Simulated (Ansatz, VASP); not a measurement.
Sb: VASP beside Ansatz

File INCAR:

```
  ALGO = Normal
  EDIFF = 1E-6
  ENCUT = 500
  GGA = PE
  GGA_COMPAT = False
  ISIF = 2
  ISMEAR = 0
  LASPH = True
  LCHARG = False
  LREAL = False
  LWAVE = False
  NBANDS = 8
  NELM = 120
  PREC = Accurate
  SIGMA = 0.022
```

File KPOINTS:

```
k-points
0
Gamma
  8 8 8
```

Contents of POSCAR:

```
Sb
1.0
    3.1600000000      0.0000000000      0.0000000000
    0.0000000000      3.1600000000      0.0000000000
    0.0000000000      0.0000000000      3.1600000000
Sb
1
Direct
    0.0000000000      0.0000000000      0.0000000000
```

Contents of input.yaml:

```yaml
crystal:
  lattice:
    - [3.16, 0.0, 0.0]
    - [0.0, 3.16, 0.0]
    - [0.0, 0.0, 3.16]
  atoms:
    - { symbol: Sb, position: [0.0, 0.0, 0.0] }
hamiltonian:
  xc: pbe
  pseudopotentials: { kind: paw }
kpoints:
  mp_grid: { grid: [8, 8, 8] }
scf:
  occupations: { method: gaussian, width: 0.022 }
output:
  forces: true
  stress: true
  eigenvalues: true
```

Alike in both runs: task single point; functional PBE; k mesh 8 × 8 × 8; occupations gaussian, width 0.022 eV; no spin polarisation.

```csv
,VASP,Ansatz
version,VASP 6.6.1,Ansatz 0.2.0
potentials or method,"VASP PAW PBE potentials, release 64 (Sb)",Ansatz PAW
plane-wave cutoff (eV),500,420
valence electrons in the cell,5,15
```

```tsv
	VASP	Ansatz	Ansatz less VASP
gap on the k mesh at the Fermi level (eV)	none	none	-
pressure (GPa)	-2.3	-2.3	+0.04
```

A gap of «none» marks a metal or a gap that the smearing closes. VASP's potentials hold 5 valence electrons a cell and Ansatz's 15, so a difference there can come from the potentials and not from the codes.

Neither program's run includes spin-orbit coupling.
